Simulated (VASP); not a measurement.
Runs of VASP 6.6.1 on Fe. The structure is that of space group Fm-3m (No. 225), or close to it. The cells are those of the table. This isn't the form of Fe at room conditions, which is bcc.

```tsv
task	cell	k mesh	cutoff (eV)	gap on the mesh (eV)	pressure (GPa)	moment (μB)
single point	a = 2.575 Å, angles 60.0°, 1 atom	17 × 17 × 17	520	none	-0.8	(a)
single point	a = 2.642 Å, angles 60.0°, 1 atom	17 × 17 × 17	520	none	-11.3	2.67
single point	a = 2.575 Å, angles 60.0°, 1 atom	24 × 24 × 24	520	none	-1.1	2.57
single point	a = 2.504 Å, angles 60.0°, 1 atom	17 × 17 × 17	520	none	-9.5	1.25
relaxation of cell and atoms	relaxed from a = 2.554 Å, angles 60.0°, 1 atom	15 × 15 × 15	600	none	-0.1	2.61
single point	a = 2.468 Å, angles 60.0°, 1 atom	17 × 17 × 17	520	none	(b)	1.04
single point	a = 2.540 Å, angles 60.0°, 1 atom	17 × 17 × 17	520	none	5.5	2.49
single point	a = 2.674 Å, angles 60.0°, 1 atom	17 × 17 × 17	520	none	-15.3	2.70
```

Alike in all rows: level PBE; potentials or basis VASP PAW PBE potentials, release 64 (Fe); spin collinear, ferromagnetic start; smearing fermi-dirac 0.05 eV.

Question: Estimate the missing entries.

Answer: (a) 2.58; (b) -2.0.

Caveats: the cell stands under tension (at least some runs); the cell stands under pressure (at least some runs).

A gap of «none» marks levels without a gap at the run's occupations.
